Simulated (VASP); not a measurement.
# W in VASP: further runs

Aim: see how the results for W move with the level of theory and the settings. Levels: PBE, PBEsol. Tasks: single point.

Program: VASP 6.6.1. These are calculated values, not measurements. Logs are shortened: lines on timing, memory, paths and dates and some standing lists are left out, and cuts for length are marked.

## Step 1: The cell of the first run

The cell holds a slab with vacuum, 5 atoms: a = 2.855 Å, b = 2.855 Å, c = 24.323 Å, α = 90.00°, β = 90.00°, γ = 120.00°.

## Step 2: Single point, PBE

The input, INCAR:

```
ALGO = Normal ; DIPOL = 0.5 0.5 0.500
EDIFF = 1E-6 ; ENCUT = 520
GGA = PE ; IDIPOL = 3
ISIF = 2 ; ISMEAR = 0
LASPH = T ; LCHARG = F
LDIPOL = T ; LREAL = F
LWAVE = F ; NBANDS = 43
NELM = 60 ; PREC = Accurate
SIGMA = 0.1
```

The input, KPOINTS:

```
k-points
0
Gamma
  12 12 1
```

The input, POSCAR:

```
W
1.0
    2.8545944811      0.0000000000      0.0000000000
   -1.4272972405      2.4721513381      0.0000000000
    0.0000000000      0.0000000000     24.3230665350
W
5
Direct
    0.6666666667      0.3333333333      0.3083492778
    0.3333333333      0.6666666667      0.4041746389
    0.0000000000      0.0000000000      0.5000000000
    0.6666666667      0.3333333333      0.5958253611
    0.3333333333      0.6666666667      0.6916507222
```

Potentials or basis: VASP PAW PBE potentials, release 64 (W_sv).

On the command line:

```
> cat potpaw_PBE.64/W_sv/POTCAR > POTCAR
> mpirun -np 1 vasp_std > vasp.out
```

OUTCAR:

```text
EDIFF = 1E-6
   ENCUT = 520
   GGA = PE
   ISIF = 2
   ISMEAR = 0
   LASPH = T
   LREAL = F
   NELM = 60
   PREC = Accurate

 ion  position               nearest neighbor table
   1  0.667  0.333  0.308-   2 2.85   2 2.85   2 2.85
   2  0.333  0.667  0.404-   1 2.85   3 2.85   1 2.85   3 2.85   3 2.85   1 2.85
   3  0.000  0.000  0.500-   2 2.85   4 2.85   2 2.85   4 2.85   4 2.85   2 2.85
   4  0.667  0.333  0.596-   5 2.85   3 2.85   5 2.85   3 2.85   3 2.85   5 2.85
   5  0.333  0.667  0.692-   4 2.85   4 2.85   4 2.85

  LATTYP: Found a hexagonal cell.
 ALAT       =     2.8545944811
 C/A-ratio  =     8.5206731450

  Lattice vectors:

 A1 = (   2.8545944811,   0.0000000000,   0.0000000000)
 A2 = (  -1.4272972405,   2.4721513381,   0.0000000000)
 A3 = (   0.0000000000,   0.0000000000,  24.3230665350)

Analysis of symmetry for initial positions (statically):
=====================================================================
 Subroutine PRICEL returns:
 Original cell was already a primitive cell.

 Routine SETGRP: Setting up the symmetry group for a
 hexagonal supercell.

 Subroutine GETGRP returns: Found 12 space group operations
 (whereof 12 operations were pure point group operations)
 out of a pool of 24 trial point group operations.

The static configuration has the point symmetry D_3d.

Analysis of symmetry for dynamics (positions and initial velocities):
=====================================================================
 Subroutine PRICEL returns:
 Original cell was already a primitive cell.

 Routine SETGRP: Setting up the symmetry group for a
 hexagonal supercell.

 Subroutine GETGRP returns: Found 12 space group operations
 (whereof 12 operations were pure point group operations)
 out of a pool of 24 trial point group operations.

The dynamic configuration has the point symmetry D_3d.

 Subroutine INISYM returns: Found 12 space group operations
 (whereof 12 operations are pure point group operations),
 and found     1 'primitive' translations

----------------------------------------------------------------------------------------

                                     Primitive cell

  volume of cell :     171.6476

  direct lattice vectors                    reciprocal lattice vectors
     2.854594481  0.000000000  0.000000000     0.350312455  0.202252990  0.000000000
    -1.427297240  2.472151338  0.000000000     0.000000000  0.404505980  0.000000000
     0.000000000  0.000000000 24.323066535     0.000000000  0.000000000  0.041113237

  length of vectors
     2.854594481  2.854594481 24.323066535     0.404505980  0.404505980  0.041113237

  position of ions in fractional coordinates (direct lattice)
     0.666666667  0.333333333  0.308349278
     0.333333333  0.666666667  0.404174639
     0.000000000  0.000000000  0.500000000
     0.666666667  0.333333333  0.595825361
     0.333333333  0.666666667  0.691650722

  ion indices of the primitive-cell ions
   primitive index   ion index
                 1           1
                 2           2
                 3           3
                 4           4
                 5           5

----------------------------------------------------------------------------------------

 KPOINTS: k-points

Automatic generation of k-mesh.
 Grid dimensions read from file:
 generate k-points for:   12   12    1

 Generating k-lattice:

  Cartesian coordinates                     Fractional coordinates (reciprocal lattice)
     0.029192705  0.016854416  0.000000000     0.083333333  0.000000000  0.000000000
     0.000000000  0.033708832  0.000000000     0.000000000  0.083333333  0.000000000
     0.000000000  0.000000000  0.041113237     0.000000000  0.000000000  1.000000000

  Length of vectors
     0.033708832  0.033708832  0.041113237

  Shift w.r.t. Gamma in fractional coordinates (k-lattice)
     0.000000000  0.000000000  0.000000000

 Subroutine IBZKPT returns following result:
 ===========================================

 Found     19 irreducible k-points:

 Following reciprocal coordinates:
            Coordinates               Weight
  0.000000  0.000000  0.000000      1.000000
  0.083333  0.000000  0.000000      6.000000
  0.166667  0.000000  0.000000      6.000000
  0.250000 -0.000000  0.000000      6.000000
  0.333333  0.000000  0.000000      6.000000
  0.416667  0.000000  0.000000      6.000000
[... 11 lines left out ...]
  0.333333  0.250000  0.000000     12.000000
  0.333333  0.333333  0.000000      2.000000
   k-points           NKPTS =     19   k-points in BZ     NKDIM =     19   number of bands    NBANDS=     43
   number of dos      NEDOS =    301   number of ions     NIONS =      5
   total plane-waves  NPLWV = 110592
   dimension x,y,z NGX =    24 NGY =   24 NGZ =  192
   dimension x,y,z NGXF=    48 NGYF=   48 NGZF=  384
   ions per type =               5
   NGX,Y,Z   is equivalent  to a cutoff of  13.98, 13.98, 13.12 a.u.
   NGXF,Y,Z  is equivalent  to a cutoff of  27.95, 27.95, 26.25 a.u.
 SYSTEM =  unknown system
   PREC   = accura    normal or accurate (medium, high low for compatibility)
   ISTART =      0    job   : 0-new  1-cont  2-samecut
   ICHARG =      2    charge: 1-file 2-atom 10-const
   ISPIN  =      1    spin polarized calculation?
   LNONCOLLINEAR =      F non collinear calculations
   LSORBIT =      F    spin-orbit coupling
   LASPH  =      T    aspherical Exc in radial PAW
   ENCUT  =  520.0 eV  38.22 Ry    6.18 a.u.   5.31  5.31 45.22*2*pi/ulx,y,z
   NELM   =     60;   NELMIN=  2; NELMDL= -5     # of ELM steps
   EDIFF  = 0.1E-05   stopping-criterion for ELM
   LREAL  =      F    real-space projection
   EDIFFG = 0.1E-04   stopping-criterion for IOM
   NSW    =      0    number of steps for IOM
   IBRION =     -1    ionic relax: 0-MD 1-quasi-New 2-CG
   NFREE  =      0    steps in history (QN), initial steepest desc. (CG)
   ISIF   =      2    stress and relaxation
   ISYM   =      2    0-nonsym 1-usesym 2-fastsym
   POTIM  = 0.5000    time-step for ionic-motion
   TEBEG  =    0.0;   TEEND  =   0.0 temperature during run
   PSTRESS=    0.0 pullay stress
   NELECT =      70.0000    total number of electrons
   NUPDOWN=      -1.0000    fix difference up-down
   EMIN   =  10.00;   EMAX   =-10.00  energy-range for DOS
   EFERMI =   0.00;   METHOD = LEGACY
   ISMEAR =     0;   SIGMA  =   0.10  broadening in eV -4-tet -1-fermi 0-gaus
   EFERMI_NEDOS =   21; number of points for ismear=-14 and -15
   IALGO  =     38    algorithm
   IMIX   =      4    mixing-type and parameters
     AMIX     =   0.40;   BMIX     =  1.00
     AMIX_MAG =   1.60;   BMIX_MAG =  1.00
  volume/ion in A,a.u.               =      34.33       231.67
  Fermi-wavevector in a.u.,A,eV,Ry     =   1.214027  2.294178 20.053094  1.473861
  Thomas-Fermi vector in A             =   2.349460
   LORBIT       =      0    0 simple, 1 ext, 2 COOP (PROOUT), +10 PAW based schemes
   GGA     = PE    functional components
   LHFCALC =     F    Hartree Fock is set to
   AEXX    =    0.0000 exact exchange contribution
   IVDW    =     0    specifies the selected vdW correction
   LEPSILON=     F    determine dielectric tensor
   LRPA    =     F    only Hartree local field effects (RPA)
 non-spin polarized calculation
 Gauss-broadening in eV      SIGMA  =   0.10
  energy-cutoff  :      520.00
  volume of cell :      171.65
 maximum number of plane-waves:      4653
 NGX is ok and might be reduce to    24
   NGX = 11   NGY = 11   NGZ = 91

 dipolmoment           0.000000      0.000000      0.000000 electrons x Angstroem

 number of electron      69.9999998 magnetization

 dipolmoment           0.000000      0.000000     -0.000000 electrons x Angstroem

 Free energy of the ion-electron system (eV)
  ---------------------------------------------------
  ext. energy  EPLUGINS =         0.00000000
  ---------------------------------------------------
  free energy    TOTEN  =       -60.02162025 eV

  energy without entropy =      -59.98789618  energy(sigma->0) =      -60.00475822

 E-fermi :   2.5255     XC(G=0):  -7.2987

 val. band max:        2.5237806738   @ k =   0.0833   0.0000   0.0000
 cond. band min:       2.5261197632   @ k =   0.0833   0.0833   0.0000
 fundamental gap:      0.0023390895
 Fermi energy:         2.5254508924

 k-point     1 :       0.0000    0.0000    0.0000
  band No.  band energies     occupation
      1     -71.2557      2.00000
      2     -71.2545      2.00000
      3     -71.1871      2.00000
      4     -71.1741      2.00000
      5     -71.0819      2.00000
      6     -35.9331      2.00000
[... 35 lines left out ...]
     42       4.8463      0.00000
     43       4.9247      0.00000

 k-point     2 :       0.0833    0.0000    0.0000
  band No.  band energies     occupation
      1     -71.2505      2.00000
      2     -71.2495      2.00000
      3     -71.1823      2.00000
      4     -71.1700      2.00000
      5     -71.0781      2.00000
      6     -35.9120      2.00000
[... 35 lines left out ...]
     42       4.4006      0.00000
     43       4.4501      0.00000

 k-point     3 :       0.1667    0.0000    0.0000
  band No.  band energies     occupation
      1     -71.2362      2.00000
      2     -71.2355      2.00000
      3     -71.1691      2.00000
      4     -71.1587      2.00000
      5     -71.0674      2.00000
      6     -35.8532      2.00000
[... 35 lines left out ...]
     42       3.8903      0.00000
     43       4.1394      0.00000

 k-point     4 :       0.2500   -0.0000    0.0000
  band No.  band energies     occupation
      1     -71.2167      2.00000
      2     -71.2163      2.00000
      3     -71.1511      2.00000
      4     -71.1433      2.00000
      5     -71.0530      2.00000
      6     -35.7770      2.00000
[... 633 lines left out ...]
     42       5.1581      0.00000
     43       6.5672      0.00000

 k-point    18 :       0.3333    0.2500    0.0000
  band No.  band energies     occupation
      1     -71.1703      2.00000
      2     -71.1703      2.00000
      3     -71.1075      2.00000
      4     -71.1071      2.00000
      5     -71.0192      2.00000
      6     -35.8016      2.00000
[... 35 lines left out ...]
     42       5.5070      0.00000
     43       6.6249      0.00000

 k-point    19 :       0.3333    0.3333    0.0000
  band No.  band energies     occupation
      1     -71.1677      2.00000
      2     -71.1677      2.00000
      3     -71.1050      2.00000
      4     -71.1050      2.00000
      5     -71.0173      2.00000
      6     -35.7077      2.00000
[... 35 lines left out ...]
     42       5.5305      0.00000
     43       6.7607      0.00000

------------------------ aborting loop because EDIFF is reached ----------------------------------------

 vacuum level on the upper side and lower side of the slab       (xc-potential included)        -0.168        -0.168

  FORCE on cell =-STRESS in cart. coord.  units (eV):
  Direction    XX          YY          ZZ          XY          YZ          ZX
  --------------------------------------------------------------------------------------
  -------------------------------------------------------------------------------------
  Total       -7.1768545     -7.1768545      1.0853954     -0.0000000      0.0000000     -0.0000000
  in kB      -66.9895286    -66.9895286     10.1311970     -0.0000000      0.0000000     -0.0000000
  external PRESSURE =     -41.2826200 kB  Pullay stress =       0.0000000 kB

 VOLUME and BASIS-vectors are now :
 -----------------------------------------------------------------------------
  energy-cutoff  :      520.00
  volume of cell :      171.65
      direct lattice vectors                 reciprocal lattice vectors
     2.854594481  0.000000000  0.000000000     0.350312455  0.202252990  0.000000000
    -1.427297240  2.472151338  0.000000000     0.000000000  0.404505980  0.000000000
     0.000000000  0.000000000 24.323066535     0.000000000  0.000000000  0.041113237

 POSITION                                       TOTAL-FORCE (eV/Angst)
 -----------------------------------------------------------------------------------
      1.42730      0.82405      7.50000         0.000000      0.000000     -0.214175
     -0.00000      1.64810      9.83077         0.000000     -0.000000      0.183731
      0.00000      0.00000     12.16153        -0.000000      0.000000      0.000000
      1.42730      0.82405     14.49230        -0.000000      0.000000     -0.183731
     -0.00000      1.64810     16.82307        -0.000000     -0.000000      0.214175
 -----------------------------------------------------------------------------------
    total drift:                                0.000000      0.000000      0.000000

  FREE ENERGIE OF THE ION-ELECTRON SYSTEM (eV)
  ---------------------------------------------------
  free  energy   TOTEN  =       -60.0216202525 eV

  energy  without entropy=      -59.9878961829  energy(sigma->0) =      -60.00475822

 vacuum level on the upper side and lower side of the slab         7.362         7.362
```

It took 2.4 min on 1 thread of Intel Xeon 6975P-C (Granite Rapids), shared host; peak memory 0.35 GiB.

Results:

| Quantity | Value |
| --- | --- |
| Free energy | -60.0216 eV |
| Largest force | 0.214 eV/Å |
| Band gap on the k mesh | zero (bands 35 and 36 overlap by 1.33 eV) |

Forces in eV/Å, atoms in the order of the input:
```
W    0.000  0.000 -0.214
W    0.000  0.000  0.184
W    0.000  0.000  0.000
W    0.000  0.000 -0.184
W    0.000  0.000  0.214
```

Caveat: spin-orbit coupling is left out, which moves the levels of the heavy elements.

## Step 3: Single point, PBE

The input, INCAR:

```
ALGO = Normal
DIPOL = 0.5 0.5 0.500
EDIFF = 1E-6
ENCUT = 520
GGA = PE
IDIPOL = 3
ISIF = 2
ISMEAR = 1
LASPH = T
LCHARG = F
LDIPOL = T
LREAL = F
LWAVE = F
NBANDS = 43
NELM = 100
PREC = Accurate
SIGMA = 0.2
```

KPOINTS is that of step 2.

POSCAR is that of step 2.

Potentials or basis: VASP PAW PBE potentials, release 64 (W_sv).

On the command line:

```
> cat potpaw_PBE.64/W_sv/POTCAR > POTCAR
> mpirun -np 1 vasp_std > vasp.out
```

It took 2.3 min on 1 thread of Intel Xeon 6975P-C (Granite Rapids), shared host; peak memory 0.36 GiB.

Results (log left out):

* Free energy: -60.0060 eV
* Largest force: 0.217 eV/Å
* Band gap on the k mesh: zero (bands 35 and 36 overlap by 1.33 eV)

Forces in eV/Å, atoms in the order of the input:
```
W    0.000  0.000 -0.217
W    0.000  0.000  0.197
W    0.000  0.000  0.000
W    0.000  0.000 -0.197
W    0.000  0.000  0.217
```

Levels at points of the mesh, in eV from the Fermi level:
| k point | band 33 | band 34 | band 35 | band 36 | band 37 | band 38 |
| --- | --- | --- | --- | --- | --- | --- |
| (0.00, 0.00, 0.00) | -0.43 | -0.40 | -0.40 | -0.06 | -0.06 | 0.00 |
| (0.50, 0.00, 0.00) | -0.36 | 0.29 | 0.63 | 1.35 | 1.60 | 1.86 |

Caveat: spin-orbit coupling is left out, which moves the levels of the heavy elements.

## Step 4: Single point, PBEsol

The input, INCAR:

```
  ALGO = Normal
  DIPOL = 0.5 0.5 0.500
  EDIFF = 1E-6
  ENCUT = 520
  GGA = PS
  IDIPOL = 3
  ISIF = 2
  ISMEAR = 0
  LASPH = True
  LCHARG = True
  LDIPOL = True
  LELF = True
  LREAL = False
  LVACPOTAV = True
  LVHAR = True
  LWAVE = False
  NBANDS = 43
  NELM = 100
  PREC = Accurate
  SIGMA = 0.1
```

KPOINTS is that of step 3.

POSCAR is that of step 3.

Potentials or basis: VASP PAW PBE potentials, release 64 (W_sv).

On the command line:

```
> cat potpaw_PBE.64/W_sv/POTCAR > POTCAR
> mpirun -np 1 vasp_std > vasp.out
```

OUTCAR:

```text
EDIFF = 1E-6
   ENCUT = 520
   GGA = PS
   ISIF = 2
   ISMEAR = 0
   LASPH = True
   LREAL = False
   NELM = 100
   PREC = Accurate

 ion  position               nearest neighbor table
   1  0.667  0.333  0.308-   2 2.85   2 2.85   2 2.85
   2  0.333  0.667  0.404-   1 2.85   3 2.85   1 2.85   3 2.85   3 2.85   1 2.85
   3  0.000  0.000  0.500-   2 2.85   4 2.85   2 2.85   4 2.85   4 2.85   2 2.85
   4  0.667  0.333  0.596-   5 2.85   3 2.85   5 2.85   3 2.85   3 2.85   5 2.85
   5  0.333  0.667  0.692-   4 2.85   4 2.85   4 2.85

[... 1075 lines left out ...]
  -------------------------------------------------------------------------------------
  Total      -11.3148583    -11.3148583     -2.3080075     -0.0000000      0.0000000     -0.0000000
  in kB     -105.6140993   -105.6140993    -21.5431891     -0.0000000      0.0000000     -0.0000000
  external PRESSURE =     -77.5904625 kB  Pullay stress =       0.0000000 kB

 VOLUME and BASIS-vectors are now :
 -----------------------------------------------------------------------------
  energy-cutoff  :      520.00
  volume of cell :      171.65
      direct lattice vectors                 reciprocal lattice vectors
     2.854594481  0.000000000  0.000000000     0.350312455  0.202252990  0.000000000
    -1.427297240  2.472151338  0.000000000     0.000000000  0.404505980  0.000000000
     0.000000000  0.000000000 24.323066535     0.000000000  0.000000000  0.041113237

 POSITION                                       TOTAL-FORCE (eV/Angst)
 -----------------------------------------------------------------------------------
      1.42730      0.82405      7.50000         0.000000     -0.000000      0.148847
     -0.00000      1.64810      9.83077         0.000000      0.000000      0.185922
      0.00000      0.00000     12.16153         0.000000      0.000000      0.000000
      1.42730      0.82405     14.49230        -0.000000      0.000000     -0.185922
     -0.00000      1.64810     16.82307        -0.000000      0.000000     -0.148847
 -----------------------------------------------------------------------------------
    total drift:                                0.000000      0.000000      0.000000

  FREE ENERGIE OF THE ION-ELECTRON SYSTEM (eV)
  ---------------------------------------------------
  free  energy   TOTEN  =       -63.8370452636 eV

  energy  without entropy=      -63.8033487703  energy(sigma->0) =      -63.82019702

 vacuum level on the upper side and lower side of the slab         7.487         7.487
```

OSZICAR:

```text
N       E                     dE             d eps       ncg     rms          rms(c)
DAV:   1     0.889401821313E+03    0.88940E+03   -0.44441E+04  1874   0.166E+03
DAV:   2    -0.297894672158E+02   -0.91919E+03   -0.90548E+03  1832   0.527E+02
DAV:   3    -0.665856383320E+02   -0.36796E+02   -0.35719E+02  1988   0.108E+02
[... 19 lines left out ...]
DAV:  23    -0.638370228925E+02   -0.11428E-04   -0.86706E-07  1051   0.576E-03    0.290E-03
DAV:  24    -0.638370377950E+02   -0.14903E-04   -0.79281E-07  1166   0.425E-03    0.314E-03
DAV:  25    -0.638370423238E+02   -0.45288E-05   -0.16031E-07  1002   0.297E-03    0.131E-03
DAV:  26    -0.638370448567E+02   -0.25329E-05   -0.16475E-07   996   0.209E-03    0.131E-03
DAV:  27    -0.638370452636E+02   -0.40696E-06   -0.35112E-08   934   0.944E-04
   1 F= -.63837045E+02 E0= -.63820197E+02  d E =-.336965E-01
```

Run time: 2.4 min. Hardware: 1 thread of Intel Xeon 6975P-C (Granite Rapids), shared host; peak memory 0.35 GiB.

What came out:

```yaml
Free_energy: -63.8370 eV
Largest_force: 0.186 eV/Å
Band_gap_on_the_k_mesh: zero (bands 35 and 36 overlap by 1.34 eV)
```

Forces in eV/Å, atoms in the order of the input:
```
W    0.000  0.000  0.149
W    0.000  0.000  0.186
W    0.000  0.000  0.000
W    0.000  0.000 -0.186
W    0.000  0.000 -0.149
```

Levels at points of the mesh, in eV from the Fermi level:
```csv
k point,band 32,band 33,band 34,band 35,band 36,band 37,band 38,band 39
"(0.00, 0.00, 0.00)",-0.44,-0.44,-0.41,-0.41,-0.07,-0.07,-0.01,-0.01
"(0.50, 0.00, 0.00)",-0.54,-0.35,0.28,0.64,1.37,1.59,1.87,3.12
```

Caveat: the PAW data sets were made with another functional, which shifts forces and pressure a little; spin-orbit coupling is left out, which moves the levels of the heavy elements.

(Continued in part 2 of 2.)
